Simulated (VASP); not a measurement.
# SiNi2 (Pnma) in VASP: single point with PBE+U

Aim: the single point of SiNi2 with PBE+U.

Program: VASP 6.6.1. These are calculated values, not measurements. Logs are shortened: lines on timing, memory, paths and dates and some standing lists are left out, and cuts for length are marked.

## 1. The cell of the first run

Symmetry: Pnma, No. 62, orthorhombic system. Conventional cell: a = 4.990 Å, b = 3.720 Å, c = 7.030 Å, α = 90.00°, β = 90.00°, γ = 90.00°. Within 3.0 Å of Ni (site symmetry m) lie 5 Si at 2.28 to 2.71 Å and 8 Ni at 2.53 to 2.71 Å. Ni (site symmetry m) has 5 Si at 2.34 to 2.57 Å and 8 Ni at 2.53 to 2.71 Å within 3.1 Å. Si (site symmetry m) has 10 Ni at 2.28 to 2.71 Å within 3.0 Å.

## 2. Single point, PBE+U, collinear spin, antiferromagnetic start

INCAR reads:

```
SYSTEM = SiNi2
ALGO = Fast
EDIFF = 1E-7
ENCUT = 520
GGA = PE
ISIF = 2
ISMEAR = -1
ISPIN = 2
LASPH = .TRUE.
LCHARG = .TRUE.
LDAU = .TRUE.
LDAUJ = 0 0
LDAUL = 2 -1
LDAUPRINT = 1
LDAUTYPE = 2
LDAUU = 5 0
LELF = .TRUE.
LMAXMIX = 4
LORBIT = 11
LREAL = .FALSE.
LVHAR = .TRUE.
LWAVE = .FALSE.
MAGMOM = 1 -1 1 -1 1 -1 1 -1 0 0 0 0
NBANDS = 64
NELM = 150
PREC = Accurate
SIGMA = 0.05
```

KPOINTS reads:

```
k-points
0
G
  4 6 3
  0 0 0
```

POSCAR reads:

```
SiNi2
1.0
    4.9900000000      0.0000000000      0.0000000000
    0.0000000000      3.7200000000      0.0000000000
    0.0000000000      0.0000000000      7.0300000000
Ni Si
8 4
Direct
    0.3250000000      0.7500000000      0.9370000000
    0.6750000000      0.2500000000      0.0630000000
    0.1750000000      0.2500000000      0.4370000000
    0.8250000000      0.7500000000      0.5630000000
    0.4580000000      0.7500000000      0.2970000000
    0.5420000000      0.2500000000      0.7030000000
    0.0420000000      0.2500000000      0.7970000000
    0.9580000000      0.7500000000      0.2030000000
    0.7860000000      0.7500000000      0.8860000000
    0.2140000000      0.2500000000      0.1140000000
    0.7140000000      0.2500000000      0.3860000000
    0.2860000000      0.7500000000      0.6140000000
```

Potentials or basis: VASP PAW PBE potentials, release 64 (Ni, Si).

The run is started by

```
$ cat potpaw_PBE.64/Ni/POTCAR potpaw_PBE.64/Si/POTCAR > POTCAR
$ mpirun -np 1 vasp_std > vasp.out
```

OUTCAR:

```text
SYSTEM = SiNi2
   EDIFF = 1E-7
   ENCUT = 520
   GGA = PE
   ISIF = 2
   ISMEAR = -1
   ISPIN = 2
   LASPH = .TRUE.
   LORBIT = 11
   LREAL = .FALSE.
   NELM = 150
   PREC = Accurate

 ion  position               nearest neighbor table
   1  0.325  0.750  0.937-  12 2.28  10 2.31  10 2.31   9 2.33   7 2.53   7 2.53   5 2.62   8 2.62
                             2 2.70   2 2.70   6 2.71   6 2.71   9 2.71
   2  0.675  0.250  0.063-  11 2.28   9 2.31   9 2.31  10 2.33   8 2.53   8 2.53   6 2.62   7 2.62
                             1 2.70   1 2.70   5 2.71   5 2.71  10 2.71
   3  0.175  0.250  0.437-  10 2.28  12 2.31  12 2.31  11 2.33   5 2.53   5 2.53   7 2.62   6 2.62
                             4 2.70   4 2.70   8 2.71   8 2.71  11 2.71
   4  0.825  0.750  0.563-   9 2.28  11 2.31  11 2.31  12 2.33   6 2.53   6 2.53   8 2.62   5 2.62
                             3 2.70   3 2.70   7 2.71   7 2.71  12 2.71
   5  0.458  0.750  0.297-  11 2.34  11 2.34  12 2.39   3 2.53   3 2.53  10 2.57  10 2.57   8 2.58
                             8 2.58   1 2.62   4 2.62   2 2.71   2 2.71
   6  0.542  0.250  0.703-  12 2.34  12 2.34  11 2.39   4 2.53   4 2.53   9 2.57   9 2.57   7 2.58
                             7 2.58   2 2.62   3 2.62   1 2.71   1 2.71
   7  0.042  0.250  0.797-   9 2.34   9 2.34  10 2.39   1 2.53   1 2.53  12 2.57  12 2.57   6 2.58
                             6 2.58   3 2.62   2 2.62   4 2.71   4 2.71
   8  0.958  0.750  0.203-  10 2.34  10 2.34   9 2.39   2 2.53   2 2.53  11 2.57  11 2.57   5 2.58
                             5 2.58   4 2.62   1 2.62   3 2.71   3 2.71
   9  0.786  0.750  0.886-   4 2.28   2 2.31   2 2.31   1 2.33   7 2.34   7 2.34   8 2.39   6 2.57
                             6 2.57   1 2.71  12 3.14  12 3.14
  10  0.214  0.250  0.114-   3 2.28   1 2.31   1 2.31   2 2.33   8 2.34   8 2.34   7 2.39   5 2.57
                             5 2.57   2 2.71  11 3.14  11 3.14
  11  0.714  0.250  0.386-   2 2.28   4 2.31   4 2.31   3 2.33   5 2.34   5 2.34   6 2.39   8 2.57
                             8 2.57   3 2.71  10 3.14  10 3.14
  12  0.286  0.750  0.614-   1 2.28   3 2.31   3 2.31   4 2.33   6 2.34   6 2.34   5 2.39   7 2.57
                             7 2.57   4 2.71   9 3.14   9 3.14

  LATTYP: Found a simple orthorhombic cell.
 ALAT       =     3.7200000000
 B/A-ratio  =     1.3413978495
 C/A-ratio  =     1.8897849462

  Lattice vectors:

 A1 = (   0.0000000000,  -3.7200000000,   0.0000000000)
 A2 = (   4.9900000000,   0.0000000000,   0.0000000000)
 A3 = (   0.0000000000,   0.0000000000,   7.0300000000)

Analysis of symmetry for initial positions (statically):
=====================================================================
 Subroutine PRICEL returns:
 Original cell was already a primitive cell.

 Routine SETGRP: Setting up the symmetry group for a
 simple orthorhombic supercell.

 Subroutine GETGRP returns: Found  8 space group operations
 (whereof  2 operations were pure point group operations)
 out of a pool of  8 trial point group operations.

The static configuration has the point symmetry S_2 .
 The point group associated with its full space group is D_2h.

Analysis of symmetry for dynamics (positions and initial velocities):
=====================================================================
 Subroutine PRICEL returns:
 Original cell was already a primitive cell.

 Routine SETGRP: Setting up the symmetry group for a
 simple orthorhombic supercell.

 Subroutine GETGRP returns: Found  8 space group operations
 (whereof  2 operations were pure point group operations)
 out of a pool of  8 trial point group operations.

The dynamic configuration has the point symmetry S_2 .
 The point group associated with its full space group is D_2h.

Analysis of structural, dynamic, and magnetic symmetry:
=====================================================================
 Subroutine PRICEL returns:
 Original cell was already a primitive cell.

 Routine SETGRP: Setting up the symmetry group for a
 simple orthorhombic supercell.

 Subroutine GETGRP returns: Found  8 space group operations
 (whereof  2 operations were pure point group operations)
 out of a pool of  8 trial point group operations.

The overall configuration has the point symmetry S_2 .
[... 417 lines left out ...]
  o =  0.8431  v =  0.0000  0.0000  0.0000  0.0000  0.0000 -0.9975 -0.0700  0.0000  0.0000 -0.0000      0.0000  0.0000  0.0000  0.0000  0.0000  0.0000  0.0000  0.0000  0.0000  0.0000
  o =  0.8431  v = -0.9976 -0.0699  0.0000  0.0000 -0.0000  0.0000  0.0000  0.0000  0.0000  0.0000      0.0000  0.0000  0.0000  0.0000  0.0000  0.0000  0.0000  0.0000  0.0000  0.0000
  o =  0.8679  v =  0.0000  0.0000  0.0000  0.0000  0.0000  0.0000 -0.0000 -0.5569 -0.8228  0.1137      0.0000  0.0000  0.0000  0.0000  0.0000  0.0000  0.0000  0.0000  0.0000  0.0000
  o =  0.8679  v =  0.0000 -0.0000 -0.5570 -0.8227  0.1136  0.0000  0.0000  0.0000  0.0000  0.0000      0.0000  0.0000  0.0000  0.0000  0.0000  0.0000  0.0000  0.0000  0.0000  0.0000
  o =  0.8783  v =  0.0000  0.0000  0.7364 -0.4259  0.5257  0.0000  0.0000  0.0000  0.0000  0.0000      0.0000  0.0000  0.0000  0.0000  0.0000  0.0000  0.0000  0.0000  0.0000  0.0000
  o =  0.8783  v =  0.0000  0.0000  0.0000  0.0000  0.0000  0.0000  0.0000  0.7364 -0.4258  0.5257      0.0000  0.0000  0.0000  0.0000  0.0000  0.0000  0.0000  0.0000  0.0000  0.0000
  o =  0.8823  v =  0.0000  0.0000  0.0000  0.0000  0.0000  0.0700 -0.9975  0.0000  0.0000 -0.0000      0.0000  0.0000  0.0000  0.0000  0.0000  0.0000  0.0000  0.0000  0.0000  0.0000
  o =  0.8823  v =  0.0699 -0.9976  0.0000  0.0000 -0.0000  0.0000  0.0000  0.0000  0.0000  0.0000      0.0000  0.0000  0.0000  0.0000  0.0000  0.0000  0.0000  0.0000  0.0000  0.0000
  o =  0.9076  v =  0.0000 -0.0000 -0.3841  0.3765  0.8430  0.0000  0.0000  0.0000  0.0000  0.0000      0.0000  0.0000  0.0000  0.0000  0.0000  0.0000  0.0000  0.0000  0.0000  0.0000
  o =  0.9076  v =  0.0000  0.0000  0.0000  0.0000  0.0000  0.0000 -0.0000 -0.3841  0.3765  0.8431      0.0000  0.0000  0.0000  0.0000  0.0000  0.0000  0.0000  0.0000  0.0000  0.0000

 number of electron      95.9999954 magnetization      -0.0000000

 Free energy of the ion-electron system (eV)
  ---------------------------------------------------
  ext. energy  EPLUGINS =         0.00000000
  ---------------------------------------------------
  free energy    TOTEN  =       -48.54791871 eV

  energy without entropy =      -48.51844292  energy(sigma->0) =      -48.53318082

 E-fermi :  10.4572     XC(G=0): -12.8871

 val. band max:       10.4425224962   @ k =   0.0000   0.5000   0.3333
 cond. band min:      10.4783805987   @ k =   0.5000   0.3333   0.3333
 fundamental gap:      0.0358581025
 Fermi energy:        10.4571677271

 spin component 1

 k-point     1 :       0.0000    0.0000    0.0000
  band No.  band energies     occupation
      1      -1.5941      1.00000
      2       0.8769      1.00000
      3       0.9064      1.00000
      4       2.5447      1.00000
      5       4.2359      1.00000
      6       4.4448      1.00000
[... 1501 lines left out ...]
     59      16.2682      0.00000
     60      16.2682      0.00000
 Fermi energy:        10.4571677271

 spin component 2

 k-point     1 :       0.0000    0.0000    0.0000
  band No.  band energies     occupation
      1      -1.5941      1.00000
      2       0.8769      1.00000
      3       0.9064      1.00000
      4       2.5447      1.00000
      5       4.2359      1.00000
      6       4.4448      1.00000
[... 1501 lines left out ...]
     59      16.2682      0.00000
     60      16.2682      0.00000
 [bands above 60 left out]

------------------------ aborting loop because EDIFF is reached ----------------------------------------

  FORCE on cell =-STRESS in cart. coord.  units (eV):
  Direction    XX          YY          ZZ          XY          YZ          ZX
  --------------------------------------------------------------------------------------
  -------------------------------------------------------------------------------------
  Total       -7.0589939     -7.2166944     -6.1920404      0.0000000      0.0000000      0.0000000
  in kB      -86.6671622    -88.6033384    -76.0230967      0.0000000      0.0000000      0.0000000
  external PRESSURE =     -83.7645324 kB  Pullay stress =       0.0000000 kB

 VOLUME and BASIS-vectors are now :
 -----------------------------------------------------------------------------
  energy-cutoff  :      520.00
  volume of cell :      130.50
      direct lattice vectors                 reciprocal lattice vectors
     4.990000000  0.000000000  0.000000000     0.200400802  0.000000000  0.000000000
     0.000000000  3.720000000  0.000000000     0.000000000  0.268817204  0.000000000
     0.000000000  0.000000000  7.030000000     0.000000000  0.000000000  0.142247511

 POSITION                                       TOTAL-FORCE (eV/Angst)
 -----------------------------------------------------------------------------------
      1.62175      2.79000      6.58711         0.203218      0.000000      0.169482
      3.36825      0.93000      0.44289        -0.203218     -0.000000     -0.169482
      0.87325      0.93000      3.07211        -0.203218     -0.000000      0.169482
      4.11675      2.79000      3.95789         0.203218      0.000000     -0.169482
      2.28542      2.79000      2.08791         0.086819      0.000000     -0.039203
      2.70458      0.93000      4.94209        -0.086819      0.000000      0.039203
      0.20958      0.93000      5.60291        -0.086819      0.000000     -0.039203
      4.78042      2.79000      1.42709         0.086819      0.000000      0.039203
      3.92214      2.79000      6.22858        -0.059328     -0.000000      0.102546
      1.06786      0.93000      0.80142         0.059328     -0.000000     -0.102546
      3.56286      0.93000      2.71358         0.059328      0.000000      0.102546
      1.42714      2.79000      4.31642        -0.059328      0.000000     -0.102546
 -----------------------------------------------------------------------------------
    total drift:                               -0.000000      0.000000      0.000000

  FREE ENERGIE OF THE ION-ELECTRON SYSTEM (eV)
  ---------------------------------------------------
  free  energy   TOTEN  =       -48.5479187107 eV

  energy  without entropy=      -48.5184429237  energy(sigma->0) =      -48.53318082

 total charge

# of ion       s       p       d       tot
------------------------------------------
    1        0.457   0.546   8.747   9.750
    2        0.457   0.546   8.747   9.750
    3        0.457   0.546   8.747   9.750
    4        0.457   0.546   8.747   9.750
    5        0.421   0.505   8.722   9.648
    6        0.421   0.505   8.722   9.648
    7        0.421   0.505   8.722   9.648
    8        0.421   0.505   8.722   9.648
    9        0.734   0.858   0.000   1.592
   10        0.734   0.858   0.000   1.592
   11        0.734   0.858   0.000   1.592
   12        0.734   0.858   0.000   1.592
--------------------------------------------------
tot          6.445   7.637  69.877  83.959

 magnetization (x)

# of ion       s       p       d       tot
------------------------------------------
    1       -0.000  -0.000   0.000   0.000
    2        0.000   0.000  -0.000  -0.000
    3       -0.000  -0.000   0.000   0.000
    4        0.000   0.000  -0.000  -0.000
    5       -0.000  -0.000  -0.000  -0.000
    6        0.000   0.000   0.000   0.000
    7       -0.000  -0.000  -0.000  -0.000
    8        0.000   0.000   0.000   0.000
    9        0.000   0.000   0.000   0.000
   10       -0.000  -0.000   0.000  -0.000
   11        0.000   0.000   0.000   0.000
   12       -0.000  -0.000   0.000  -0.000
--------------------------------------------------
tot          0.000   0.000   0.000   0.000
```

Wall time 7.3 min (1 thread of Intel Xeon Platinum 8559C (Emerald Rapids), shared host); peak memory 0.44 GiB.

Results:

| Quantity | Value |
| --- | --- |
| Free energy | -48.5479 eV |
| Pressure | -8.4 GPa |
| Largest force | 0.265 eV/Å |
| Band gap on the k mesh | zero (filled and empty bands overlap) |
| Net moment | 0.00 μB per cell |
| Valence electrons inside the program's atomic spheres | Ni 9.75, 9.65 (each value once); Si 1.59 |

Forces in eV/Å, atoms in the order of the input:
```
Ni   0.203  0.000  0.169
Ni  -0.203  0.000 -0.169
Ni  -0.203  0.000  0.169
Ni   0.203  0.000 -0.169
Ni   0.087  0.000 -0.039
Ni  -0.087  0.000  0.039
Ni  -0.087  0.000 -0.039
Ni   0.087  0.000  0.039
Si  -0.059  0.000  0.103
Si   0.059  0.000 -0.103
Si   0.059  0.000  0.103
Si  -0.059  0.000 -0.103
```

Stress tensor (GPa, compression positive):
```
-8.67  0.00  0.00
 0.00 -8.86  0.00
 0.00  0.00 -7.60
```

Eigenvalues of the final occupation matrices:
```csv
site,spin,trace,eigenvalues
site 1 d,1,4.39,0.86 0.87 0.88 0.88 0.90
site 1 d,2,4.39,0.86 0.87 0.88 0.88 0.90
site 2 d,1,4.39,0.86 0.87 0.88 0.88 0.90
site 2 d,2,4.39,0.86 0.87 0.88 0.88 0.90
site 3 d,1,4.39,0.86 0.87 0.88 0.88 0.90
site 3 d,2,4.39,0.86 0.87 0.88 0.88 0.90
site 4 d,1,4.39,0.86 0.87 0.88 0.88 0.90
site 4 d,2,4.39,0.86 0.87 0.88 0.88 0.90
site 5 d,1,4.38,0.84 0.87 0.88 0.88 0.91
site 5 d,2,4.38,0.84 0.87 0.88 0.88 0.91
site 6 d,1,4.38,0.84 0.87 0.88 0.88 0.91
site 6 d,2,4.38,0.84 0.87 0.88 0.88 0.91
```

Caveat: the cell stands under tension; the moments typed at the start vanished in this run; the U is typed as a test and isn't derived for this compound.

The gap in the log of VASP goes by the Fermi energy; the results here count the filled bands.